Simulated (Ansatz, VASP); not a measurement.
**One calculation of Cu, two programs**

The input INCAR:

```
SYSTEM = Cu
  ALGO = Normal
  EDIFF = 1E-6
  ENCUT = 520
  GGA = PS
  ISIF = 2
  ISMEAR = -1
  LASPH = .True.
  LCHARG = .False.
  LREAL = .False.
  LWAVE = .False.
  NBANDS = 18
  NELM = 100
  PREC = Accurate
  SIGMA = 0.05
```

The input KPOINTS:

```
k-points
0
Gamma
  9 9 9
  0 0 0
```

File POSCAR:

```
Cu
1.0
    1.2184636900     -3.9763780104      0.0000000000
    1.2184636900      3.9763780104      0.0000000000
    0.0000000000      0.0000000000      2.5250054340
Cu
2
Direct
    0.8661333500      0.1338666500      0.7500000000
    0.1338666500      0.8661333500      0.2500000000
```

Contents of input.yaml:

```yaml
crystal:
  lattice:
    - [1.21846369, -3.9763780104, 0.0]
    - [1.21846369, 3.9763780104, 0.0]
    - [0.0, 0.0, 2.525005434]
  atoms:
    - { symbol: Cu, position: [0.86613335, 0.13386665, 0.75] }
    - { symbol: Cu, position: [0.13386665, 0.86613335, 0.25] }
hamiltonian:
  xc: pbesol
  pseudopotentials: { kind: paw }
kpoints:
  mp_grid: { grid: [9, 9, 9] }
scf:
  occupations: { method: fermi_dirac, width: 0.05 }
output:
  forces: true
  stress: true
  eigenvalues: true
```

Alike in both runs: task single point; functional PBEsol; k mesh 9 × 9 × 9; occupations fermi-dirac, width 0.05 eV; no spin polarisation.

|  | VASP | Ansatz |
| --- | --- | --- |
| version | VASP 6.6.1 | Ansatz 0.2.0 |
| potentials or method | VASP PAW PBE potentials, release 64 (Cu) | Ansatz PAW |
| plane-wave cutoff (eV) | 520 | 420 |
| valence electrons in the cell | 22 | 38 |

```tsv
	VASP	Ansatz	Ansatz less VASP
gap on the k mesh at the Fermi level (eV)	none	none	-
pressure (GPa)	-3.5	-4.2	-0.73
traceless stress, the component that is largest in VASP (GPa)	2.68	2.75	+0.074
rms of the force components (eV/Å)	0.010	0.013	+0.0023
```

VASP's potentials were made for PBE, not for PBEsol. Atom by atom the forces differ by 0.002 eV/Å (rms over components). A gap of «none» marks a metal or a gap that the smearing closes. VASP's potentials hold 22 valence electrons a cell and Ansatz's 38, so a difference there can come from the potentials and not from the codes.
